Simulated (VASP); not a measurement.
# KAg: relaxation of cell and atoms with PBE

KAg:

```
K Ag
1.0
     4.12738    0.00000    0.00000
     0.00000    4.12738    0.00000
     0.00000    0.00000    4.12738
K Ag
1 1
Direct
  0.50000 0.50000 0.50000
  0.00000 0.00000 0.00000
```

| Item | Value |
| --- | --- |
| Program | VASP 6.6.1 |
| Task | relaxation of cell and atoms |
| Functional | PBE |
| Potentials or basis | VASP PAW PBE potentials, release 64 (K_sv, Ag) |
| Cutoff | 600 eV |
| k mesh | 14 × 14 × 14 |
| Occupations | gaussian, width 0.1 eV |
| Spin | no spin polarisation |
| Dipole correction | no |
| Further INCAR settings | ALGO = Fast; EDIFF = 1e-07; IBRION = 2; EDIFFG = -0.01; NSW = 100; ISIF = 3 |

```yaml
Pressure_after_relaxing: 0.0 GPa
Band_gap_on_the_k_mesh: zero (band 10 reaches 3.16 eV, above the bottom of band 11 at 1.41 eV)
```

Final structure:
```yaml
crystal:
  lattice:
    - [4.12738, 0.00000, 0.00000]
    - [0.00000, 4.12738, 0.00000]
    - [0.00000, 0.00000, 4.12738]
  atoms:
    - { symbol: K, position: [0.50000, 0.50000, 0.50000] }
    - { symbol: Ag, position: [0.00000, 0.00000, 0.00000] }
```

Levels at points of the mesh, in eV from the Fermi level:
```tsv
k point	band 6	band 7	band 8	band 9	band 10	band 11	band 12	band 13	band 14
(0.00, 0.00, 0.00)	-4.01	-3.71	-3.71	-3.71	-3.63	4.12	4.12	5.50	5.50
(0.50, 0.00, 0.00)	-3.81	-3.78	-3.78	-3.69	-1.56	-0.38	4.44	4.65	4.65
(0.50, 0.50, 0.00)	-3.91	-3.81	-3.81	-3.56	-0.68	1.52	1.52	3.55	6.42
(0.50, 0.50, 0.50)	-3.89	-3.89	-3.56	-3.56	1.38	1.52	1.52	1.52	5.95
```

Wall time 4.5 min on 1 thread of Oxide Virtual Turin-like Processor, with other jobs on the host, peak memory 0.29 GiB.

Caveat: the relaxation stopped at its first step, so nothing moved.
